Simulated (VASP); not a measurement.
# Ta (P6_3/mmc) in VASP: a series of runs

Runs on Ta. Level: PBEsol. Tasks: single point, relaxation of shape and atoms at fixed volume.

Program: VASP 6.6.1. These are calculated values, not measurements. Logs are shortened: lines on timing, memory, paths and dates and some standing lists are left out, and cuts for length are marked.

## 1. The cell of the first run

It takes space group P6_3/mmc (No. 194, hexagonal). Conventional cell: a = 2.868 Å, b = 2.868 Å, c = 5.091 Å, α = 90.00°, β = 90.00°, γ = 120.00°. Ta (site symmetry -6m2) has 12 Ta at 2.87 to 3.04 Å within 3.8 Å.

## 2. Single point, PBEsol

Input file INCAR:

```
PREC     = Accurate       # precision mode
ENCUT    = 520            # plane-wave cutoff, eV
EDIFF    = 1E-6           # SCF threshold, eV
ISMEAR   = -1             # smearing method
SIGMA    = 0.1            # smearing width, eV
LREAL    = False          # projectors in reciprocal space
LASPH    = True           # aspherical terms in the spheres
NELM     = 80             # most SCF steps
ALGO     = Normal         # electronic algorithm
ISIF     = 2              # what is computed and relaxed
LWAVE    = False          # write WAVECAR
LCHARG   = False          # write CHGCAR
GGA      = PS             # functional
NBANDS   = 18             # bands
```

Input file KPOINTS:

```
Automatic mesh
0
Gamma
  17 17 9
```

Input file POSCAR:

```
Ta
1.0
    2.8681140808      0.0000000000      0.0000000000
   -1.4340570404      2.4838596549      0.0000000000
    0.0000000000      0.0000000000      5.0906837790
Ta
2
Direct
    0.3333333333      0.6666666667      0.2500000000
    0.6666666667      0.3333333333      0.7500000000
```

Potentials or basis: VASP PAW PBE potentials, release 64 (Ta_pv).

On the command line:

```console
$ cat potpaw_PBE.64/Ta_pv/POTCAR > POTCAR
$ mpirun -np 1 vasp_std > vasp.out
```

OUTCAR:

```text
PREC = Accurate
   ENCUT = 520
   EDIFF = 1E-6
   ISMEAR = -1
   LREAL = False
   LASPH = True
   NELM = 80
   ISIF = 2
   GGA = PS

 ion  position               nearest neighbor table
   1  0.333  0.667  0.250-   2 3.04   2 3.04   2 3.04   2 3.04   2 3.04   2 3.04
   2  0.667  0.333  0.750-   1 3.04   1 3.04   1 3.04   1 3.04   1 3.04   1 3.04

  LATTYP: Found a hexagonal cell.
 ALAT       =     2.8681140808
 C/A-ratio  =     1.7749237428

  Lattice vectors:

 A1 = (   2.8681140808,   0.0000000000,   0.0000000000)
 A2 = (  -1.4340570404,   2.4838596549,   0.0000000000)
 A3 = (   0.0000000000,   0.0000000000,   5.0906837790)

Analysis of symmetry for initial positions (statically):
=====================================================================
 Subroutine PRICEL returns:
 Original cell was already a primitive cell.

 Routine SETGRP: Setting up the symmetry group for a
 hexagonal supercell.

 Subroutine GETGRP returns: Found 24 space group operations
 (whereof 12 operations were pure point group operations)
 out of a pool of 24 trial point group operations.

The static configuration has the point symmetry D_3d.
 The point group associated with its full space group is D_6h.

Analysis of symmetry for dynamics (positions and initial velocities):
=====================================================================
 Subroutine PRICEL returns:
 Original cell was already a primitive cell.

 Routine SETGRP: Setting up the symmetry group for a
 hexagonal supercell.

 Subroutine GETGRP returns: Found 24 space group operations
 (whereof 12 operations were pure point group operations)
 out of a pool of 24 trial point group operations.

The dynamic configuration has the point symmetry D_3d.
 The point group associated with its full space group is D_6h.

 Subroutine INISYM returns: Found 24 space group operations
 (whereof 12 operations are pure point group operations),
 and found     1 'primitive' translations

----------------------------------------------------------------------------------------

                                     Primitive cell

  volume of cell :      36.2660

  direct lattice vectors                    reciprocal lattice vectors
     2.868114081  0.000000000  0.000000000     0.348661166  0.201299618  0.000000000
    -1.434057040  2.483859655  0.000000000     0.000000000  0.402599236  0.000000000
     0.000000000  0.000000000  5.090683779     0.000000000  0.000000000  0.196437265

  length of vectors
     2.868114081  2.868114081  5.090683779     0.402599236  0.402599236  0.196437265

  position of ions in fractional coordinates (direct lattice)
     0.333333333  0.666666667  0.250000000
     0.666666667  0.333333333  0.750000000

  ion indices of the primitive-cell ions
   primitive index   ion index
                 1           1
                 2           2

----------------------------------------------------------------------------------------

 KPOINTS: Automatic mesh

Automatic generation of k-mesh.
 Grid dimensions read from file:
 generate k-points for:   17   17    9

 Generating k-lattice:

  Cartesian coordinates                     Fractional coordinates (reciprocal lattice)
     0.020509480  0.011841154  0.000000000     0.058823529 -0.000000000  0.000000000
     0.000000000  0.023682308  0.000000000     0.000000000  0.058823529  0.000000000
     0.000000000  0.000000000  0.021826363     0.000000000  0.000000000  0.111111111

  Length of vectors
     0.023682308  0.023682308  0.021826363

  Shift w.r.t. Gamma in fractional coordinates (k-lattice)
     0.000000000  0.000000000  0.000000000

 Subroutine IBZKPT returns following result:
 ===========================================

 Found    165 irreducible k-points:

 Following reciprocal coordinates:
            Coordinates               Weight
  0.000000  0.000000  0.000000      1.000000
  0.058824  0.000000  0.000000      6.000000
  0.117647  0.000000  0.000000      6.000000
  0.176471  0.000000  0.000000      6.000000
  0.235294  0.000000  0.000000      6.000000
  0.294118 -0.000000  0.000000      6.000000
[... 16 lines left out ...]
  0.411765  0.117647  0.000000     12.000000
  0.176471  0.176471  0.000000      6.000000
 [... further k-points ...]
   k-points           NKPTS =    165   k-points in BZ     NKDIM =    165   number of bands    NBANDS=     18
   number of dos      NEDOS =    301   number of ions     NIONS =      2
   total plane-waves  NPLWV =  23040
   dimension x,y,z NGX =    24 NGY =   24 NGZ =   40
   dimension x,y,z NGXF=    48 NGYF=   48 NGZF=   80
   ions per type =               2
   NGX,Y,Z   is equivalent  to a cutoff of  13.91, 13.91, 13.06 a.u.
   NGXF,Y,Z  is equivalent  to a cutoff of  27.82, 27.82, 26.13 a.u.
 SYSTEM =  unknown system
   PREC   = accura    normal or accurate (medium, high low for compatibility)
   ISTART =      0    job   : 0-new  1-cont  2-samecut
   ICHARG =      2    charge: 1-file 2-atom 10-const
   ISPIN  =      1    spin polarized calculation?
   LNONCOLLINEAR =      F non collinear calculations
   LSORBIT =      F    spin-orbit coupling
   LASPH  =      T    aspherical Exc in radial PAW
   ENCUT  =  520.0 eV  38.22 Ry    6.18 a.u.   5.33  5.33  9.47*2*pi/ulx,y,z
   NELM   =     80;   NELMIN=  2; NELMDL= -5     # of ELM steps
   EDIFF  = 0.1E-05   stopping-criterion for ELM
   LREAL  =      F    real-space projection
   EDIFFG = 0.1E-04   stopping-criterion for IOM
   NSW    =      0    number of steps for IOM
   IBRION =     -1    ionic relax: 0-MD 1-quasi-New 2-CG
   NFREE  =      0    steps in history (QN), initial steepest desc. (CG)
   ISIF   =      2    stress and relaxation
   ISYM   =      2    0-nonsym 1-usesym 2-fastsym
   POTIM  = 0.5000    time-step for ionic-motion
   TEBEG  =    0.0;   TEEND  =   0.0 temperature during run
   PSTRESS=    0.0 pullay stress
   NELECT =      22.0000    total number of electrons
   NUPDOWN=      -1.0000    fix difference up-down
   EMIN   =  10.00;   EMAX   =-10.00  energy-range for DOS
   EFERMI =   0.00;   METHOD = LEGACY
   ISMEAR =    -1;   SIGMA  =   0.10  broadening in eV -4-tet -1-fermi 0-gaus
   EFERMI_NEDOS =   21; number of points for ismear=-14 and -15
   IALGO  =     38    algorithm
   IMIX   =      4    mixing-type and parameters
     AMIX     =   0.40;   BMIX     =  1.00
     AMIX_MAG =   1.60;   BMIX_MAG =  1.00
  volume/ion in A,a.u.               =      18.13       122.37
  Fermi-wavevector in a.u.,A,eV,Ry     =   1.385849  2.618875 26.131036  1.920577
  Thomas-Fermi vector in A             =   2.510220
   LORBIT       =      0    0 simple, 1 ext, 2 COOP (PROOUT), +10 PAW based schemes
   GGA     = PS    functional components
   LHFCALC =     F    Hartree Fock is set to
   AEXX    =    0.0000 exact exchange contribution
   IVDW    =     0    specifies the selected vdW correction
   LEPSILON=     F    determine dielectric tensor
   LRPA    =     F    only Hartree local field effects (RPA)
 non-spin polarized calculation
  energy-cutoff  :      520.00
  volume of cell :       36.27
 maximum number of plane-waves:      1003
 NGX is ok and might be reduce to    24
   NGX = 11   NGY = 11   NGZ = 19

 number of electron      22.0000000 magnetization

 Free energy of the ion-electron system (eV)
  ---------------------------------------------------
  ext. energy  EPLUGINS =         0.00000000
  ---------------------------------------------------
  free energy    TOTEN  =       -24.55153096 eV

  energy without entropy =      -24.46995273  energy(sigma->0) =      -24.51074185

 E-fermi :   5.6875     XC(G=0): -12.6823

 val. band max:        5.6659259164   @ k =   0.2353   0.1765   0.2222
 cond. band min:       5.6901087637   @ k =   0.2941   0.1765   0.2222
 fundamental gap:      0.0241828472
 Fermi energy:         5.6874590090

 k-point     1 :       0.0000    0.0000    0.0000
  band No.  band energies     occupation
      1     -28.8099      2.00000
      2     -27.8742      2.00000
      3     -27.7638      2.00000
      4     -27.7638      2.00000
      5     -27.6692      2.00000
      6     -27.6692      2.00000
[... 10 lines left out ...]
     17      11.0290      0.00000
     18      11.0290      0.00000

 k-point     2 :       0.0588    0.0000    0.0000
  band No.  band energies     occupation
      1     -28.7973      2.00000
      2     -27.8757      2.00000
      3     -27.8044      2.00000
      4     -27.7749      2.00000
      5     -27.7108      2.00000
      6     -27.6765      2.00000
[... 10 lines left out ...]
     17      11.0926      0.00000
     18      11.3458      0.00000

 k-point     3 :       0.1176    0.0000    0.0000
  band No.  band energies     occupation
      1     -28.7606      2.00000
      2     -27.9199      2.00000
      3     -27.8807      2.00000
      4     -27.8281      2.00000
      5     -27.8060      2.00000
      6     -27.6976      2.00000
[... 10 lines left out ...]
     17      11.2322      0.00000
     18      12.0885      0.00000

 k-point     4 :       0.1765    0.0000    0.0000
  band No.  band energies     occupation
      1     -28.7027      2.00000
      2     -28.0930      2.00000
      3     -28.0006      2.00000
      4     -27.8902      2.00000
      5     -27.8521      2.00000
      6     -27.7303      2.00000
[... 375 lines left out ...]
      4     -28.1299      2.00000
      5     -28.0073      2.00000
      6     -27.9740      2.00000
[... 10 lines left out ...]
     17      12.9305      0.00000
     18      15.0183      0.00000

 k-point    23 :       0.4118    0.1176    0.0000
  band No.  band energies     occupation
      1     -28.8543      2.00000
      2     -28.7273      2.00000
      3     -28.3067      2.00000
      4     -28.1569      2.00000
      5     -28.0364      2.00000
      6     -27.9937      2.00000
[... 10 lines left out ...]
     17      13.6964      0.00000
     18      14.8478      0.00000

 k-point    24 :       0.1765    0.1765    0.0000
  band No.  band energies     occupation
      1     -28.5243      2.00000
      2     -28.4417      2.00000
      3     -28.4380      2.00000
      4     -28.0123      2.00000
      5     -27.9354      2.00000
      6     -27.9126      2.00000
[... 10 lines left out ...]
     17      10.9170      0.00000
     18      14.1327      0.00000

 [... further k-points ...]
[... 5 lines left out ...]
  --------------------------------------------------------------------------------------
  -------------------------------------------------------------------------------------
  Total        0.0335573      0.0335573      0.0312005     -0.0000000      0.0000000     -0.0000000
  in kB        1.4825125      1.4825125      1.3783899     -0.0000000      0.0000000     -0.0000000
  external PRESSURE =       1.4478050 kB  Pullay stress =       0.0000000 kB

 VOLUME and BASIS-vectors are now :
 -----------------------------------------------------------------------------
  energy-cutoff  :      520.00
  volume of cell :       36.27
      direct lattice vectors                 reciprocal lattice vectors
     2.868114081  0.000000000  0.000000000     0.348661166  0.201299618  0.000000000
    -1.434057040  2.483859655  0.000000000     0.000000000  0.402599236  0.000000000
     0.000000000  0.000000000  5.090683779     0.000000000  0.000000000  0.196437265

 POSITION                                       TOTAL-FORCE (eV/Angst)
 -----------------------------------------------------------------------------------
     -0.00000      1.65591      1.27267         0.000000     -0.000000      0.000000
      1.43406      0.82795      3.81801        -0.000000      0.000000      0.000000
 -----------------------------------------------------------------------------------
    total drift:                               -0.000000      0.000000     -0.000000

  FREE ENERGIE OF THE ION-ELECTRON SYSTEM (eV)
  ---------------------------------------------------
  free  energy   TOTEN  =       -24.5515309624 eV

  energy  without entropy=      -24.4699527344  energy(sigma->0) =      -24.51074185
```

Wall time 44 s (1 thread of AMD EPYC 9R45 (Zen 5), shared host); peak memory 0.19 GiB.

Results:

```yaml
Free_energy: -24.5515 eV
Pressure: 0.1 GPa
Band_gap_on_the_k_mesh: zero (band 11 reaches 6.98 eV, above the bottom of band 12 at 5.04 eV)
```

Levels at points of the mesh, in eV from the Fermi level:
```tsv
k point	band 7	band 8	band 9	band 10	band 11	band 12	band 13	band 14	band 15	band 16
(0.00, 0.00, 0.00)	-8.32	-5.01	-0.57	0.04	0.59	0.59	1.19	1.19	3.05	3.05
```

Caveat: the PAW data sets were made with another functional, which shifts forces and pressure a little; spin-orbit coupling is left out, which moves the levels of the heavy elements.

## 3. Relaxation of shape and atoms at fixed volume, PBEsol

This run uses another cell than the first one, of 10.88 Å³/atom, 0.600 times its volume.

Input file INCAR:

```
SYSTEM = Ta
PREC = Accurate ; ENCUT = 600
EDIFF = 1E-7 ; ISMEAR = -1
SIGMA = 0.1 ; LREAL = .FALSE.
LASPH = .TRUE. ; NELM = 80
ALGO = Normal ; ISIF = 4
LWAVE = .FALSE. ; LCHARG = .FALSE.
GGA = PS ; IBRION = 2
NSW = 50 ; EDIFFG = -0.005
```

Input file KPOINTS:

```
regular mesh
0
G
  17 17 9
  0 0 0
```

Input file POSCAR:

```
Ta
1.0
    2.4190611036      0.0000000000      0.0000000000
   -1.2095305518      2.0949683690      0.0000000000
    0.0000000000      0.0000000000      4.2936489879
Ta
2
Direct
    0.3333333333      0.6666666667      0.2500000000
    0.6666666667      0.3333333333      0.7500000000
```

Potentials or basis: VASP PAW PBE potentials, release 64 (Ta_pv).

On the command line:

```console
$ cat potpaw_PBE.64/Ta_pv/POTCAR > POTCAR
$ mpirun -np 1 vasp_std > vasp.out
```

It took 1.7 min on 1 thread of AMD EPYC 9R45 (Zen 5), shared host; peak memory 0.16 GiB.

Results (log left out):

| Property | Result |
| --- | --- |
| Free energy | -16.5735 eV |
| Energy gained by relaxing | 20.2 meV/atom |
| Ionic steps | 5 |
| Pressure after relaxing | 263.8 GPa |
| Band gap on the k mesh | zero (band 11 reaches 13.68 eV, above the bottom of band 12 at 9.52 eV) |

Stress tensor (GPa, compression positive):
```
263.80   0.00   0.00
  0.00 263.80   0.00
  0.00   0.00 263.70
```

The path:
```
step  energy change (eV)  largest force (eV/Å)  pressure (GPa)  volume (Å³)
   1              0.0000                0.0000          266.11        21.76
   2             -0.0015                0.0000          262.31        21.76
   3             -0.0404                0.0000          263.68        21.76
   4             -0.0404                0.0000          263.73        21.76
   5             -0.0404                0.0000          263.77        21.76
```

Final structure:
```yaml
crystal:
  lattice:
    - [2.44974, 0.00000, 0.00000]
    - [-1.22487, 2.12153, 0.00000]
    - [0.00000, 0.00000, 4.18679]
  atoms:
    - { symbol: Ta, position: [0.33333, 0.66667, 0.25000] }
    - { symbol: Ta, position: [0.66667, 0.33333, 0.75000] }
```

Levels at points of the mesh, in eV from the Fermi level:
| k point | band 8 | band 9 | band 10 | band 11 | band 12 | band 13 | band 14 | band 15 |
| --- | --- | --- | --- | --- | --- | --- | --- | --- |
| (0.00, 0.00, 0.00) | -7.50 | -1.56 | -0.39 | -0.39 | 1.02 | 1.02 | 3.66 | 3.66 |

Caveat: the PAW data sets were made with another functional, which shifts forces and pressure a little; spin-orbit coupling is left out, which moves the levels of the heavy elements.
